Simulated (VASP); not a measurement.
Write the native input for VASP 6.6.1 that does the following.

* Task: single point
* Functional: r2SCAN
* Potentials or basis: VASP PAW PBE potentials, release 64 (Ru_pv)
* Cutoff: 520 eV
* k mesh: 18 × 18 × 10
* Occupations: gaussian, width 0.1 eV
* Spin: no spin polarisation
* Dipole correction: no
* Further INCAR settings: ALGO = Normal; EDIFF = 1e-06; NBANDS = 21

Ru:

```
Ru
1.0
     2.73048    0.00000    0.00000
    -1.36524    2.36467    0.00000
     0.00000    0.00000    4.30386
Ru
2
Direct
  0.33333 0.66667 0.25000
  0.66667 0.33333 0.75000
```

These files were run (other wordings do the same):

POSCAR

```
Ru
1.0
    2.7304834815      0.0000000000      0.0000000000
   -1.3652417407      2.3646680596      0.0000000000
    0.0000000000      0.0000000000      4.3038595440
Ru
2
Direct
    0.3333333333      0.6666666667      0.2500000000
    0.6666666667      0.3333333333      0.7500000000
```

INCAR.step1

```
PREC = Accurate
ENCUT = 520
ISMEAR = 0
SIGMA = 0.1
LREAL = False
LASPH = True
NELM = 60
NBANDS = 21
GGA = PE
ALGO = Normal
EDIFF = 1E-4
LWAVE = True
LCHARG = False
```

INCAR.step2

```
PREC = Accurate
ENCUT = 520
EDIFF = 1E-6
ISMEAR = 0
SIGMA = 0.1
LREAL = False
LASPH = True
NELM = 60
ALGO = Normal
ISIF = 2
LWAVE = False
LCHARG = True
METAGGA = R2SCAN
LMIXTAU = True
LELF = True
LVHAR = True
NBANDS = 21
ISTART = 1
```

KPOINTS

```
regular mesh
0
Gamma
  18 18 10
```

Potentials or basis: VASP PAW PBE potentials, release 64 (Ru_pv).

Command:

```console
$ cat potpaw_PBE.64/Ru_pv/POTCAR > POTCAR
$ cp INCAR.step1 INCAR
$ mpirun -np 1 vasp_std > vasp.out
$ cp INCAR.step2 INCAR
$ mpirun -np 1 vasp_std > vasp.out
```

Results of the run:

```json
{
 "Pressure": "-8.0 GPa",
 "Band gap on the k mesh": "zero (bands 14 and 15 overlap by 3.15 eV)"
}
```

Caveat: the cell stands under tension; the PAW data sets were made with another functional, which shifts forces and pressure a little.

Wall time 6.7 min on 1 thread of Intel Xeon 8259CL, on a shared host, peak memory 0.22 GiB.
